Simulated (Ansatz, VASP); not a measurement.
**CoO in VASP and in Ansatz**

```
CELL_PARAMETERS angstrom
0.00000 2.13150 2.13150
2.13150 0.00000 2.13150
2.13150 2.13150 0.00000
ATOMIC_POSITIONS crystal
Co 0.00000 0.00000 0.00000
O 0.50000 0.50000 0.50000
```

Alike in both runs: task relaxation of cell and atoms; functional PBE; k mesh 16 × 16 × 16; occupations gaussian, width 0.1 eV; collinear spin.

```csv
,VASP,Ansatz
version,VASP 6.6.1,Ansatz 0.2.0
potentials or method,"VASP PAW PBE potentials, release 64 (Co, O), cutoff 600 eV","scalar-relativistic, plane waves, PAW"
valence electrons in the cell,15,23
```

Ansatz gave:

* gap on the k mesh at the Fermi level, each at its own relaxed structure (eV): none
* net moment per atom (μB): 1.47
* size of the moment on the site where the two differ most (μB): 2.49
* relaxed volume (Å³/atom): 9.58
* relaxed length of the cell vector where the two differ most in proportion (Å): 3.004

Q: Estimate VASP's values.

A: gap on the k mesh at the Fermi level, each at its own relaxed structure (eV): none; net moment per atom (μB): 1.44; size of the moment on the site where the two differ most (μB): 2.53; relaxed volume (Å³/atom): 9.53; relaxed length of the cell vector where the two differ most in proportion (Å): 2.998.

Site moments also hang on the region over which each program counts them. A gap of «none» marks a metal or a gap that the smearing closes. VASP's potentials hold 15 valence electrons a cell and Ansatz's 23, so a difference there can come from the potentials and not from the codes.
